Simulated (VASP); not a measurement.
Here is a VASP 6.6.1 calculation.

INCAR

```
SYSTEM = Rb
AGGAC = 1.0
AGGAX = 1.0
ALDAC = 0.0
ALDAX = 1.0
ALGO = Normal
EDIFF = 1E-6
ENCUT = 520
GGA = B5
ISIF = 2
ISMEAR = 0
IVDW = 12
LASPH = .True.
LCHARG = .False.
LREAL = .False.
LWAVE = .False.
NBANDS = 10
NELM = 100
PREC = Accurate
SIGMA = 0.1
VDW_A1 = 0.4298
VDW_A2 = 4.2359
VDW_S6 = 1.0
VDW_S8 = 2.6996
```

The input KPOINTS:

```
k-points
0
Gamma
  5 5 5
  0 0 0
```

File POSCAR:

```
Rb
1.0
    4.7058818266     -0.0387031810      0.0000001492
   -1.9243077340      4.2946317010      0.0000001492
   -1.3907871735     -2.1279644546      3.9603408970
Rb
1
Direct
    0.0000000000      0.0000000000      0.0000000000
```

Potentials or basis: VASP PAW PBE potentials, release 64 (Rb_sv).

The run is started by

```console
$ cat potpaw_PBE.64/Rb_sv/POTCAR > POTCAR
$ mpirun -np 1 vasp_std > vasp.out
```

(1) What does it give for the pressure?

(2) Estimate the dispersion energy per atom.

Answers

(1) 0.0 GPa.

(2) -0.299 eV.

Caveat: the PAW data sets were made with another functional, which shifts forces and pressure a little; pairwise dispersion overbinds metals, which lowers pressure and volume.
